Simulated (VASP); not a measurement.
Set up this calculation in VASP 6.6.1, as the native input.

```
Task                   : relaxation of cell and atoms
Functional             : PBE
Potentials or basis    : VASP PAW PBE potentials, release 64 (Li_sv, F)
Cutoff                 : 600 eV
k mesh                 : 12 × 12 × 4
Occupations            : gaussian, width 0.02 eV
Spin                   : no spin polarisation
Dipole correction      : no
Further INCAR settings : ALGO = Normal; EDIFF = 1e-06; IBRION = 2; EDIFFG = -0.01; NSW = 100; ISIF = 3
```

The structure of LiF lies in POSCAR:

```
LiF
1.0
    3.1403891254      0.0000000000      0.0000000000
   -1.5701945627      2.7196567604      0.0000000000
    0.0000000000      0.0000000000      8.2890254902
Li F
3 3
Direct
    0.1656287449      0.8343712551      0.6666666667
    0.1656287449      0.3312574899      0.3333333333
    0.6687425101      0.8343712551      0.0000000000
    0.8339326281      0.1660673719      0.6666666667
    0.8339326281      0.6678652563      0.3333333333
    0.3321347437      0.1660673719      0.0000000000
```

The cell was generated, and may not be a known phase.

The input as run:

INCAR

```
SYSTEM = LiF
  PREC = Accurate
  ENCUT = 600
  EDIFF = 1E-6
  ISMEAR = 0
  SIGMA = 0.02
  LREAL = .False.
  LASPH = .True.
  NELM = 60
  ALGO = Normal
  ISIF = 3
  LWAVE = .False.
  LCHARG = .False.
  GGA = PE
  IBRION = 2
  NSW = 100
  EDIFFG = -0.01
```

KPOINTS

```
Automatic mesh
0
Gamma
  12 12 4
  0 0 0
```

Potentials or basis: VASP PAW PBE potentials, release 64 (Li_sv, F).

Launch:

```sh
$ cat potpaw_PBE.64/Li_sv/POTCAR potpaw_PBE.64/F/POTCAR > POTCAR
$ mpirun -np 1 vasp_std > vasp.out
```

Results of the run:

- Relaxed volume: 11.49 Å³/atom
- Relaxed cell: a = 3.142 Å, b = 3.142 Å, c = 8.063 Å, α = 90.00°, β = 90.00°, γ = 120.00°
- Space group after relaxing (to 0.1 Å): P3_212 (No. 153)
- Energy gained by relaxing: 0.3 meV/atom
- Ionic steps: 9
- Pressure after relaxing: -0.1 GPa
- Band gap on the k mesh: 6.76 eV

Caveat: the cutoff is under 1.25 times the usual one of these potentials, so pressure, stress and relaxed cells hold a basis-set (Pulay) error.

Run time: 11 min on 1 thread of Oxide Virtual Turin-like Processor, on a shared host, peak memory 0.23 GiB.
